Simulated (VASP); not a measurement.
Set up this calculation in VASP 6.6.1, as the native input.

* Task: relaxation of shape and atoms at fixed volume
* Functional: r2SCAN
* Potentials or basis: VASP PAW PBE potentials, release 64 (Be)
* Cutoff: 600 eV
* k mesh: 20 × 20 × 12
* Occupations: gaussian, width 0.05 eV
* Spin: no spin polarisation
* Dipole correction: no
* Further INCAR settings: ALGO = Normal; EDIFF = 1e-07; IBRION = 2; EDIFFG = -0.02; NSW = 60; ISIF = 4

The system is Be.

```
Be
1.0
     2.27982    0.00000    0.00000
    -1.13991    1.97438    0.00000
     0.00000    0.00000    3.52742
Be
2
Direct
  0.33333 0.66667 0.75000
  0.66667 0.33333 0.25000
```

One way to write it, as run:

POSCAR

```
Be
1.0
    2.2798171717      0.0000000000      0.0000000000
   -1.1399085858      1.9743795866      0.0000000000
    0.0000000000      0.0000000000      3.5274242645
Be
2
Direct
    0.3333333333      0.6666666667      0.7500000000
    0.6666666667      0.3333333333      0.2500000000
```

INCAR.step1

```
  PREC = Accurate
  ENCUT = 600
  ISMEAR = 0
  SIGMA = 0.05
  LREAL = False
  LASPH = True
  NELM = 60
  GGA = PE
  ALGO = Normal
  EDIFF = 1E-4
  LWAVE = True
  LCHARG = False
```

INCAR.step2

```
  PREC = Accurate
  ENCUT = 600
  EDIFF = 1E-7
  ISMEAR = 0
  SIGMA = 0.05
  LREAL = False
  LASPH = True
  NELM = 60
  ALGO = Normal
  ISIF = 4
  LWAVE = False
  LCHARG = False
  METAGGA = R2SCAN
  LMIXTAU = True
  IBRION = 2
  NSW = 60
  EDIFFG = -0.02
  ISTART = 1
```

KPOINTS

```
regular mesh
0
Gamma
  20 20 12
```

Potentials or basis: VASP PAW PBE potentials, release 64 (Be).

Launch:

```console
$ cat potpaw_PBE.64/Be/POTCAR > POTCAR
$ cp INCAR.step1 INCAR
$ mpirun -np 1 vasp_std > vasp.out
$ cp INCAR.step2 INCAR
$ mpirun -np 1 vasp_std > vasp.out
```

Results of the run:

```json
{"Energy gained by relaxing": "1.2 meV/atom", "Ionic steps": "2", "Pressure after relaxing": "-0.2 GPa", "Band gap on the k mesh": "zero (band 2 reaches 8.17 eV, above the bottom of band 3 at 6.63 eV)"}
```

Caveat: the PAW data sets were made with another functional, which shifts forces and pressure a little.

Run time: 89 s on 1 thread of Intel(R) Xeon(R) 6975P-C (Granite Rapids), on a shared host, peak memory 0.15 GiB.
